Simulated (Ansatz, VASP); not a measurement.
CoPt2O2 in VASP and in Ansatz

```xyz
5
Lattice="2.8102 0.0000 0.0000 -1.4051 2.4337 0.0000 0.0000 0.0000 20.8989" Properties=species:S:1:pos:R:3 pbc="T T T"
Pt    1.4051    0.8112    7.5000
Pt    0.0000    1.6225   13.3989
O     1.4051    0.8112    9.4862
O     0.0000    1.6225   11.4127
Co    0.0000    0.0000   10.4494
```

Alike in both runs: task single point; functional PBEsol; k mesh 12 × 12 × 1; occupations gaussian, width 0.1 eV; no spin polarisation.

```csv
,VASP,Ansatz
version,VASP 6.6.1,Ansatz 0.2.0
potentials or method,"VASP PAW PBE potentials, release 64 (Pt, O, Co), cutoff 520 eV","scalar-relativistic, plane waves, PAW"
valence electrons in the cell,41,65
```

```csv
,VASP,Ansatz,Ansatz less VASP
gap on the k mesh at the Fermi level (eV),none,none,-
rms of the force components (eV/Å),0.304,0.283,-0.0214
```

VASP's potentials were made for PBE, not for PBEsol. A gap of «none» marks a metal or a gap that the smearing closes. VASP's potentials hold 41 valence electrons a cell and Ansatz's 65, so a difference there can come from the potentials and not from the codes.

Spin-orbit coupling is off throughout.
